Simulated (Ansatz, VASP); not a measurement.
Ru: VASP beside Ansatz

```
Ru
1.0
     2.74141    0.00000    0.00000
    -1.37070    2.37413    0.00000
     0.00000    0.00000    4.33825
Ru
2
Direct
  0.66667 0.33333 0.75000
  0.33333 0.66667 0.25000
```

Alike in both runs: task single point; functional r2SCANh; k mesh 6 × 6 × 3; occupations fermi-dirac, width 0.05 eV; no spin polarisation.

|  | VASP | Ansatz |
| --- | --- | --- |
| version | VASP 6.6.1 | Ansatz 0.2.0 |
| potentials or method | VASP PAW PBE potentials, release 64 (Ru_pv) | Ansatz PAW |
| plane-wave cutoff (eV) | 520 | 500 |
| valence electrons in the cell | 28 | 32 |

|  | VASP | Ansatz | Ansatz less VASP |
| --- | --- | --- | --- |
| gap on the k mesh at the Fermi level (eV) | none | none | - |
| pressure (GPa) | -16.5 | -17.7 | -1.21 |
| traceless stress, the component that is largest in VASP (GPa) | -5.38 | -5.47 | -0.091 |

VASP's potentials were made for PBE, not for r2SCANh. A gap of «none» marks a metal or a gap that the smearing closes. VASP's potentials hold 28 valence electrons a cell and Ansatz's 32, so a difference there can come from the potentials and not from the codes.

The k mesh is coarse, so the values compare programs but aren't converged.
